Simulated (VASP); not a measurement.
Wanted: the native input for a VASP 6.6.1 run.

```
Task                   : single point
Functional             : PBE
Potentials or basis    : VASP PAW PBE potentials, release 64 (Cd, F)
Cutoff                 : 520 eV
k mesh                 : 8 × 8 × 8
Occupations            : gaussian, width 0.02 eV
Spin                   : no spin polarisation
Dipole correction      : no
Further INCAR settings : ALGO = Normal; EDIFF = 1e-06; NBANDS = 20
```

The structure of CdF2 lies in POSCAR:

```
CdF2
1.0
    0.0000000000      2.7407255048      2.7407255048
    2.7407255048      0.0000000000      2.7407255048
    2.7407255048      2.7407255048      0.0000000000
Cd F
1 2
Direct
    0.0000000000      0.0000000000      0.0000000000
    0.2500000000      0.2500000000      0.2500000000
    0.7500000000      0.7500000000      0.7500000000
```

The input as run:

INCAR

```
SYSTEM = CdF2
  PREC = Accurate
  ENCUT = 520
  EDIFF = 1E-6
  ISMEAR = 0
  SIGMA = 0.02
  LREAL = .False.
  LASPH = .True.
  NELM = 80
  ALGO = Normal
  ISIF = 2
  LWAVE = .False.
  LCHARG = .True.
  GGA = PE
  LELF = .True.
  LVHAR = .True.
  NBANDS = 20
```

KPOINTS

```
Automatic mesh
0
Gamma
  8 8 8
  0 0 0
```

Potentials or basis: VASP PAW PBE potentials, release 64 (Cd, F).

Launch:

```bash
$ cat potpaw_PBE.64/Cd/POTCAR potpaw_PBE.64/F/POTCAR > POTCAR
$ mpirun -np 1 vasp_std > vasp.out
```

It gave:

The pressure is 0.5 GPa and the band gap on the k mesh is 2.89 eV, indirect (least direct gap 3.44 eV).

Wall time 55 s on 1 thread of AMD EPYC 7R13 (shared host), peak memory 0.15 GiB.
